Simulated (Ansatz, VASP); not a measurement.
**NaF in VASP and in Ansatz**

Contents of POSCAR:

```
NaF
1.0
   -0.0747371929      2.2225125901      2.2225125901
    2.2225125901     -0.0747371929      2.2225125901
    2.2225125901      2.2225125901     -0.0747371929
Na F
1 1
Direct
    0.0000000000      0.0000000000      0.0000000000
    0.5000000000      0.5000000000      0.5000000000
```

Contents of INCAR.step1:

```
PREC = Accurate ; ENCUT = 520
EDIFF = 1E-5 ; ISMEAR = 0
SIGMA = 0.01 ; LREAL = F
LASPH = T ; NELM = 100
ALGO = Normal ; ISIF = 2
LWAVE = T ; LCHARG = F
NBANDS = 14 ; GGA = PE
```

The input INCAR.step2:

```
PREC = Accurate ; ENCUT = 520
EDIFF = 1E-6 ; ISMEAR = 0
SIGMA = 0.01 ; LREAL = F
LASPH = T ; NELM = 100
ALGO = Normal ; ISIF = 2
LWAVE = F ; LCHARG = F
GGA = PE ; LHFCALC = T
HFSCREEN = 0.2079 ; PRECFOCK = Normal
NBANDS = 14 ; ISTART = 1
```

Contents of KPOINTS:

```
Automatic mesh
0
Gamma
  6 6 6
```

Input for Ansatz:

```yaml
crystal:
  lattice:
    - [-0.0747371929, 2.2225125901, 2.2225125901]
    - [2.2225125901, -0.0747371929, 2.2225125901]
    - [2.2225125901, 2.2225125901, -0.0747371929]
  atoms:
    - { symbol: Na, position: [0.0, 0.0, 0.0] }
    - { symbol: F, position: [0.5, 0.5, 0.5] }
kpoints:
  mp_grid: { grid: [6, 6, 6] }
  band_path:
    path:
      - [0.0, 0.0, 0.0]
      - [0.5, 0.0, 0.5]
      - [0.625, 0.25, 0.625]
      - [0.375, 0.375, 0.75]
      - [0.5, 0.5, 0.5]
      - [0.5, 0.25, 0.75]
    npoints: 1
hamiltonian:
  xc: hse06
scf:
  occupations: { method: fixed }
  n_extra_bands: 4
output:
  forces: true
  stress: true
  eigenvalues: true
```

Change from the starting cell: shear_111 strain -4.9%.

Alike in both runs: task single point; functional HSE06; k mesh 6 × 6 × 6; no spin polarisation.

|  | VASP | Ansatz |
| --- | --- | --- |
| version | VASP 6.6.1 | Ansatz 0.2.0 |
| potentials or method | VASP PAW PBE potentials, release 64 (Na_pv, F) | plane waves, PAW |
| plane-wave cutoff (eV) | 520 | 420 |
| occupations | gaussian, width 0.01 eV | fixed |
| valence electrons in the cell | 14 | 16 |

|  | VASP | Ansatz | Ansatz less VASP |
| --- | --- | --- | --- |
| gap on the k mesh at the Fermi level (eV) | 8.81 | 8.85 | +0.035 |
| pressure (GPa) | 4.8 | 4.6 | -0.22 |
| traceless stress, the component that is largest in VASP (GPa) | 0.86 | 0.87 | +0.008 |

VASP's potentials hold 14 valence electrons a cell and Ansatz's 16, so a difference there can come from the potentials and not from the codes. Ansatz's warnings: stress exchange threshold loose, stress scf threshold loose.
